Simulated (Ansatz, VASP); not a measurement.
## Ni in VASP and in Ansatz

INCAR

```
PREC = Accurate
ENCUT = 600
EDIFF = 1E-6
ISMEAR = -1
SIGMA = 0.05
LREAL = F
LASPH = T
NELM = 200
ALGO = Normal
ISIF = 2
LWAVE = F
LCHARG = F
ISPIN = 2
MAGMOM = 0.8 -0.8
LORBIT = 11
LMAXMIX = 4
GGA = B5
ALDAX = 1.0
AGGAX = 1.0
AGGAC = 1.0
ALDAC = 0.0
NBANDS = 21
GGA_COMPAT = F
```

Contents of KPOINTS:

```
regular mesh
0
Gamma
  19 19 19
```

POSCAR

```
Ni
1.0
    0.0000000000      2.3641476893      2.3641476893
    2.3641476893      0.0000000000      2.3641476893
    2.3641476893      2.3641476893      0.0000000000
Ni
2
Direct
    0.0000000000      0.0000000000      0.0000000000
    0.5000000000      0.5000000000      0.5000000000
```

Input for Ansatz:

```yaml
crystal:
  lattice:
    - [0.0, 2.3641476893, 2.3641476893]
    - [2.3641476893, 0.0, 2.3641476893]
    - [2.3641476893, 2.3641476893, 0.0]
  atoms:
    - { symbol: Ni, position: [0.0, 0.0, 0.0], spin: 0.8 }
    - { symbol: Ni, position: [0.5, 0.5, 0.5], spin: -0.8 }
hamiltonian:
  xc: blyp
  pseudopotentials:
    kind: paw
    azcp:
      Ni: "pseudopotentials/Ni.paw.azcp"
basis:
  ecutwfc: 420
  fft_grid_basis: typed
kpoints:
  mp_grid: { grid: [19, 19, 19], shift: [0, 0, 0] }
magnetization:
  spin_polarized: true
scf:
  occupations: { method: fermi_dirac, width: 0.05 }
```

Alike in both runs: task single point; functional BLYP; k mesh 19 × 19 × 19; occupations fermi-dirac, width 0.05 eV; collinear spin.

```csv
,VASP,Ansatz
version,VASP 6.6.1,Ansatz 0.2.0
potentials or method,"VASP PAW PBE potentials, release 64 (Ni), cutoff 600 eV","plane waves (420 eV) with PAW, scalar-relativistic"
valence electrons in the cell,20,36
```

```tsv
	VASP	Ansatz	Ansatz less VASP
net moment per atom (μB)	0.00	0.52	+0.520
size of the moment on the site where the two differ most (μB)	0.00	0.53	+0.533
```

The net moments are unlike, so the other rows may belong to different states. VASP's potentials were made for PBE, not for BLYP. Site moments also hang on the region over which each program counts them. VASP's potentials hold 20 valence electrons a cell and Ansatz's 36, so a difference there can come from the potentials and not from the codes. Ansatz's warnings: seeded moment not kept.
